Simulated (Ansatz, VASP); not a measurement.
# Two plane-wave programs on Au

INCAR

```
  ALGO = Normal
  EDIFF = 1E-7
  EDIFFG = -0.01
  ENCUT = 540
  GGA_COMPAT = False
  IBRION = 2
  ISIF = 3
  ISMEAR = -1
  LASPH = True
  LCHARG = False
  LREAL = False
  LWAVE = False
  NELM = 120
  NELMIN = 4
  NSW = 60
  PREC = Accurate
  SIGMA = 0.05
```

Contents of KPOINTS:

```
k-points
0
Gamma
  11 11 11
```

The input POSCAR:

```
Au
1.0
   -1.6572690000      1.6572690000      1.6572690000
    1.6572690000     -1.6572690000      1.6572690000
    1.6572690000      1.6572690000     -1.6572690000
Au
1
Direct
    0.0000000000      0.0000000000      0.0000000000
```

Contents of input.yaml:

```yaml
crystal:
  lattice:
    - [-1.657269, 1.657269, 1.657269]
    - [1.657269, -1.657269, 1.657269]
    - [1.657269, 1.657269, -1.657269]
  atoms:
    - { symbol: Au, position: [0.0, 0.0, 0.0] }
hamiltonian:
  xc: lda
  pseudopotentials: { kind: paw }
kpoints:
  mp_grid: { grid: [11, 11, 11] }
scf:
  occupations: { method: fermi_dirac, width: 0.05 }
output:
  forces: true
  stress: true
  eigenvalues: true
relax:
  f_tol: 0.01
  max_steps: 40
  cell: { stress_tol: 0.05 }
```

Alike in both runs: task relaxation of cell and atoms; functional LDA; k mesh 11 × 11 × 11; occupations fermi-dirac, width 0.05 eV; no spin polarisation.

```csv
,VASP,Ansatz
version,VASP 6.6.1,Ansatz 0.2.0
potentials or method,"VASP PAW LDA potentials, release 64 (Au_sv_GW)",Ansatz PAW
plane-wave cutoff (eV),540,420
valence electrons in the cell,19,19
```

|  | VASP | Ansatz | Ansatz less VASP |
| --- | --- | --- | --- |
| gap on the k mesh at the Fermi level, each at its own relaxed structure (eV) | none | none | - |
| relaxed volume (Å³/atom) | 16.71 | 16.64 | -0.068 |
| relaxed length of the cell vector where the two differ most in proportion (Å) | 2.789 | 2.786 | -0.0038 |

LDA's correlation is that of Perdew and Zunger in VASP and of Perdew and Wang (1992) in Ansatz. A gap of «none» marks a metal or a gap that the smearing closes.

Neither program's run includes spin-orbit coupling. Noted on Ansatz's run: the plane-wave basis is chosen anew once the cell has moved, so the energies of steps on either side of that aren't comparable.
